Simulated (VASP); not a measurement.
# SrO (Imm2) in VASP: a series of runs

SrO is run at these levels: r2SCAN; tasks: single point.

Everything below comes from runs of VASP 6.6.1. Logs are shortened: lines on timing, memory, paths and dates and some standing lists are left out, and cuts for length are marked.

### 1 The cell of the first run

It takes space group Imm2 (No. 44, orthorhombic). Conventional cell: a = 3.634 Å, b = 5.140 Å, c = 3.634 Å, α = 90.00°, β = 90.00°, γ = 90.00°. Sr (site symmetry mm2) has 6 O at 2.43 to 2.71 Å within 3.2 Å. O (site symmetry mm2) has 6 Sr at 2.43 to 2.71 Å within 3.2 Å.

### 2 Single point, r2SCAN

Input file POSCAR:

```
SrO
1.0
    0.0000000000      2.5698000000      2.5698000000
    2.5698000000      0.0000000000      2.5698000000
    2.5698000000      2.5698000000      0.0000000000
Sr O
1 1
Direct
    0.0000000000      0.0000000000      0.0000000000
    0.5550320477      0.5000000000      0.5000000000
```

Input file INCAR.step1:

```
SYSTEM = SrO
  PREC = Accurate
  ENCUT = 520
  ISMEAR = 0
  SIGMA = 0.05
  LREAL = .False.
  LASPH = .True.
  NELM = 100
  NBANDS = 15
  GGA = PE
  ALGO = Normal
  EDIFF = 1E-4
  LWAVE = .True.
  LCHARG = .False.
```

Input file INCAR.step2:

```
SYSTEM = SrO
  PREC = Accurate
  ENCUT = 520
  EDIFF = 1E-6
  ISMEAR = 0
  SIGMA = 0.05
  LREAL = .False.
  LASPH = .True.
  NELM = 100
  ALGO = Normal
  ISIF = 2
  LWAVE = .False.
  LCHARG = .True.
  METAGGA = R2SCAN
  LMIXTAU = .True.
  LELF = .True.
  LVHAR = .True.
  NBANDS = 15
  ISTART = 1
```

Input file KPOINTS:

```
Automatic mesh
0
Gamma
  8 8 8
  0 0 0
```

Potentials or basis: VASP PAW PBE potentials, release 64 (Sr_sv, O).

The run is started by

```console
$ cat potpaw_PBE.64/Sr_sv/POTCAR potpaw_PBE.64/O/POTCAR > POTCAR
$ cp INCAR.step1 INCAR
$ mpirun -np 1 vasp_std > vasp.out
$ cp INCAR.step2 INCAR
$ mpirun -np 1 vasp_std > vasp.out
```

OUTCAR:

```text
SYSTEM = SrO
   PREC = Accurate
   ENCUT = 520
   EDIFF = 1E-6
   ISMEAR = 0
   LREAL = .False.
   LASPH = .True.
   NELM = 100
   ISIF = 2
   METAGGA = R2SCAN
   ISTART = 1

 ion  position               nearest neighbor table
   1  0.000  0.000  0.000-   2 2.43   2 2.43   2 2.58   2 2.58   2 2.71   2 2.71
   2  0.555  0.500  0.500-   1 2.43   1 2.43   1 2.58   1 2.58   1 2.71   1 2.71

  LATTYP: Found a face centered cubic cell.
 ALAT       =     5.1396000000

  Lattice vectors:

 A1 = (   0.0000000000,   2.5698000000,   2.5698000000)
 A2 = (   2.5698000000,   0.0000000000,   2.5698000000)
 A3 = (   2.5698000000,   2.5698000000,   0.0000000000)

Analysis of symmetry for initial positions (statically):
=====================================================================
 Subroutine PRICEL returns:
 Original cell was already a primitive cell.

 Routine SETGRP: Setting up the symmetry group for a
 face centered cubic supercell.

 Subroutine GETGRP returns: Found  4 space group operations
 (whereof  4 operations were pure point group operations)
 out of a pool of 48 trial point group operations.

The static configuration has the point symmetry C_2v.

Analysis of symmetry for dynamics (positions and initial velocities):
=====================================================================
 Subroutine PRICEL returns:
 Original cell was already a primitive cell.

 Routine SETGRP: Setting up the symmetry group for a
 face centered cubic supercell.

 Subroutine GETGRP returns: Found  4 space group operations
 (whereof  4 operations were pure point group operations)
 out of a pool of 48 trial point group operations.

The dynamic configuration has the point symmetry C_2v.

 Subroutine INISYM returns: Found  4 space group operations
 (whereof  4 operations are pure point group operations),
 and found     1 'primitive' translations

----------------------------------------------------------------------------------------

                                     Primitive cell

  volume of cell :      33.9413

  direct lattice vectors                    reciprocal lattice vectors
     0.000000000  2.569800000  2.569800000    -0.194567671  0.194567671  0.194567671
     2.569800000  0.000000000  2.569800000     0.194567671 -0.194567671  0.194567671
     2.569800000  2.569800000  0.000000000     0.194567671  0.194567671 -0.194567671

  length of vectors
     3.634246013  3.634246013  3.634246013     0.337001091  0.337001091  0.337001091

  position of ions in fractional coordinates (direct lattice)
[... 90 lines left out ...]
   NELECT =      16.0000    total number of electrons
   NUPDOWN=      -1.0000    fix difference up-down
   EMIN   =  10.00;   EMAX   =-10.00  energy-range for DOS
   EFERMI =   0.00;   METHOD = LEGACY
   ISMEAR =     0;   SIGMA  =   0.05  broadening in eV -4-tet -1-fermi 0-gaus
   EFERMI_NEDOS =   21; number of points for ismear=-14 and -15
   IALGO  =     38    algorithm
   IMIX   =      4    mixing-type and parameters
     AMIX     =   0.40;   BMIX     =  1.00
     AMIX_MAG =   1.60;   BMIX_MAG =  1.00
  volume/ion in A,a.u.               =      16.97       114.52
  Fermi-wavevector in a.u.,A,eV,Ry     =   1.274106  2.407711 22.086959  1.623346
  Thomas-Fermi vector in A             =   2.406892
   LORBIT       =      0    0 simple, 1 ext, 2 COOP (PROOUT), +10 PAW based schemes
   METAGGA = R2SCAN    functional components
   LHFCALC =     F    Hartree Fock is set to
   AEXX    =    0.0000 exact exchange contribution
   IVDW    =     0    specifies the selected vdW correction
   LEPSILON=     F    determine dielectric tensor
   LRPA    =     F    only Hartree local field effects (RPA)
 non-spin polarized calculation
 Gauss-broadening in eV      SIGMA  =   0.05
  energy-cutoff  :      520.00
  volume of cell :       33.94
 maximum number of plane-waves:       941
   NGX = 13   NGY = 13   NGZ = 13

 number of electron      15.9999997 magnetization

 Free energy of the ion-electron system (eV)
  ---------------------------------------------------
  ext. energy  EPLUGINS =         0.00000000
  ---------------------------------------------------
  free energy    TOTEN  =       -26.99842057 eV

  energy without entropy =      -26.99842057  energy(sigma->0) =      -26.99842057

 E-fermi :   1.5686     XC(G=0): -10.5837

 val. band max:        1.2570045478   @ k =   0.0000   0.0000   0.0000
 cond. band min:       5.2490685484   @ k =   0.5000   0.5000   0.0000
 fundamental gap:      3.9920640006
 Fermi energy:         1.5686391691

 k-point     1 :       0.0000    0.0000    0.0000
  band No.  band energies     occupation
      1     -32.0902      2.00000
      2     -14.7820      2.00000
      3     -13.1143      2.00000
      4     -13.1131      2.00000
      5     -13.0423      2.00000
      6       1.2271      2.00000
      7       1.2314      2.00000
      8       1.2570      2.00000
      9       5.9820      0.00000
     10       8.1358      0.00000
     11       8.3017      0.00000
     12       8.3097      0.00000
     13      10.5298      0.00000
     14      10.6464      0.00000
[... 401 lines left out ...]
      2     -15.9233      2.00000
      3     -13.3567      2.00000
      4     -13.2000      2.00000
      5     -12.2304      2.00000
      6      -0.5116      2.00000
      7       0.2420      2.00000
      8       0.4935      2.00000
      9       8.2423      0.00000
     10       9.4183      0.00000
     11      10.5862      0.00000
     12      11.2310      0.00000
     13      13.5238      0.00000
     14      14.0891      0.00000
     15      16.6712      0.00000

 [... further k-points ...]

------------------------ aborting loop because EDIFF is reached ----------------------------------------

  FORCE on cell =-STRESS in cart. coord.  units (eV):
  Direction    XX          YY          ZZ          XY          YZ          ZX
  --------------------------------------------------------------------------------------
  -------------------------------------------------------------------------------------
  Total        0.2582239      0.7773168      0.7773168      0.0000000     -0.0884440      0.0000000
  in kB       12.1893073     36.6927846     36.6927846      0.0000000     -4.1749479      0.0000000
  external PRESSURE =      28.5249589 kB  Pullay stress =       0.0000000 kB

 VOLUME and BASIS-vectors are now :
 -----------------------------------------------------------------------------
  energy-cutoff  :      520.00
  volume of cell :       33.94
      direct lattice vectors                 reciprocal lattice vectors
     0.000000000  2.569800000  2.569800000    -0.194567671  0.194567671  0.194567671
     2.569800000  0.000000000  2.569800000     0.194567671 -0.194567671  0.194567671
     2.569800000  2.569800000  0.000000000     0.194567671  0.194567671 -0.194567671

 POSITION                                       TOTAL-FORCE (eV/Angst)
 -----------------------------------------------------------------------------------
      0.00000      0.00000      0.00000         0.000000      0.402072      0.402072
      2.56980      2.71122      2.71122        -0.000000     -0.402072     -0.402072
 -----------------------------------------------------------------------------------
    total drift:                               -0.000000      0.000596      0.000596

  FREE ENERGIE OF THE ION-ELECTRON SYSTEM (eV)
  ---------------------------------------------------
  free  energy   TOTEN  =       -26.9984205709 eV

  energy  without entropy=      -26.9984205709  energy(sigma->0) =      -26.99842057
```

OSZICAR.step1:

```text
N       E                     dE             d eps       ncg     rms          rms(c)
DAV:   1     0.684339928548E+02    0.68434E+02   -0.85214E+03  2850   0.105E+03
DAV:   2    -0.110270037327E+02   -0.79461E+02   -0.72468E+02  3833   0.221E+02
DAV:   3    -0.141753341472E+02   -0.31483E+01   -0.31305E+01  3856   0.395E+01
DAV:   4    -0.142254979441E+02   -0.50164E-01   -0.50156E-01  3502   0.487E+00
DAV:   5    -0.142266777734E+02   -0.11798E-02   -0.11798E-02  3668   0.559E-01    0.173E+01
DAV:   6    -0.121384565049E+02    0.20882E+01   -0.67901E+00  2906   0.199E+01    0.198E+01
DAV:   7    -0.119989605699E+02    0.13950E+00   -0.30740E-01  3347   0.498E+00    0.114E+01
DAV:   8    -0.119890335382E+02    0.99270E-02   -0.11677E-01  3704   0.339E+00    0.557E-01
DAV:   9    -0.119907310645E+02   -0.16975E-02   -0.56644E-03  3799   0.493E-01    0.235E-01
DAV:  10    -0.119912399436E+02   -0.50888E-03   -0.45072E-04  3067   0.191E-01    0.750E-02
DAV:  11    -0.119913816758E+02   -0.14173E-03   -0.12649E-04  2903   0.841E-02    0.300E-02
DAV:  12    -0.119914024624E+02   -0.20787E-04   -0.25536E-05  2216   0.380E-02
   1 F= -.11991402E+02 E0= -.11991402E+02  d E =-.141167E-21
```

Wall time 2.1 min (1 thread of AMD EPYC 9R45 (Zen 5), shared host); peak memory 0.17 GiB.

What came out:

- Free energy: -26.9984 eV
- Pressure: 2.9 GPa
- Largest force: 0.569 eV/Å
- Band gap on the k mesh: 3.99 eV, indirect (least direct gap 4.00 eV)

Forces in eV/Å, atoms in the order of the input:
```
Sr   0.000  0.402  0.402
O    0.000 -0.402 -0.402
```

Caveat: the cell differs from its parent crystal (all O atoms moved -0.200 Å, as atom 2 towards its neighbour atom 2 (O) at 3.634 Å); the PAW data sets were made with another functional, which shifts forces and pressure a little.

(Continued in part 2 of 2.)
